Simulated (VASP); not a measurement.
A run of VASP 6.6.1 is set up as follows.

The input INCAR:

```
SYSTEM = Mg3H3O4
PREC     = Accurate       ! precision mode
ENCUT    = 520            ! plane-wave cutoff, eV
EDIFF    = 1E-6           ! SCF threshold, eV
ISMEAR   = 0              ! smearing method
SIGMA    = 0.05           ! smearing width, eV
LREAL    = Auto         
LASPH    = .True.         ! aspherical terms in the spheres
NELM     = 60             ! most SCF steps
ALGO     = Normal         ! electronic algorithm
ISIF     = 2              ! what is computed and relaxed
LWAVE    = .False.        ! write WAVECAR
LCHARG   = .False.        ! write CHGCAR
GGA      = PS             ! functional
NBANDS   = 49             ! bands
NELECT   = 64.0
```

File KPOINTS:

```
regular mesh
0
Gamma
  6 6 4
  0 0 0
```

POSCAR

```
Mg3H3O4
1.0
    4.5975141488     -2.6543760314      0.0000000000
    0.0000000000      5.3087520628      0.0000000000
    0.0000000000      0.0000000000      7.2844478007
Mg H O
6 6 8
Direct
    0.2640731406      0.3333328424      0.7988976185
    0.0055299449      0.6879094202      0.8151574646
    0.6509535160      0.9787564665      0.8151574646
    0.0575578435      0.3333331712      0.1871381383
    0.6826021407      0.7093866349      0.1965583445
    0.3065487031      0.9572795018      0.1965582072
   -0.1328989929      0.3333348549      0.4846425009
    0.6615442392      0.6354619942      0.5658545593
    0.3594155334      1.0312041158      0.5658545593
    0.3760567002      0.3333329322      0.4436087797
    0.0221195622      0.6612212426      0.4696453449
    0.6942321213      1.0054476155      0.4696442467
    0.6417061274      0.6492358888      0.6984497850
    0.3258034563      1.0174300516      0.6984497850
    0.3802617987      0.3333331042      0.3092458154
   -0.0114722866      0.6240508500      0.3373392283
    0.6978105768      1.0426167212      0.3373381301
    0.9319612428      0.3333332512     -0.3361211539
    0.3376572534      0.6724526363      0.0121770383
   -0.0014625295     -0.0057868785      0.0121770383
```

Potentials or basis: VASP PAW PBE potentials, release 64 (Mg, H, O).

The run is started by

```sh
$ cat potpaw_PBE.64/Mg/POTCAR potpaw_PBE.64/H/POTCAR potpaw_PBE.64/O/POTCAR > POTCAR
$ mpirun -np 1 vasp_std > vasp.out
```

Question: Estimate the largest force.

Answer: 3.403 eV/Å.

Forces on the atoms (eV/Å):
```
Mg   0.082 -0.047 -0.070
Mg  -0.047  0.232 -0.001
Mg  -0.224 -0.075 -0.001
Mg  -0.175  0.101  0.382
Mg   0.059 -0.038  0.163
Mg   0.063 -0.032  0.163
H    0.839 -0.484  3.262
H    0.095 -0.094  0.141
H    0.129 -0.035  0.141
H   -0.056  0.032 -0.169
H    0.275  0.170 -0.013
H   -0.010 -0.323 -0.013
O   -0.073 -0.038 -0.080
O   -0.003  0.082 -0.080
O    0.002 -0.001 -0.151
O    0.137  0.598 -0.626
O   -0.450 -0.417 -0.626
O   -0.121  0.070 -1.876
O   -0.344  0.008 -0.273
O   -0.179  0.294 -0.273
```

Caveat: the cell carries a net charge on a neutralising background, which shifts energy and pressure; the PAW data sets were made with another functional, which shifts forces and pressure a little.
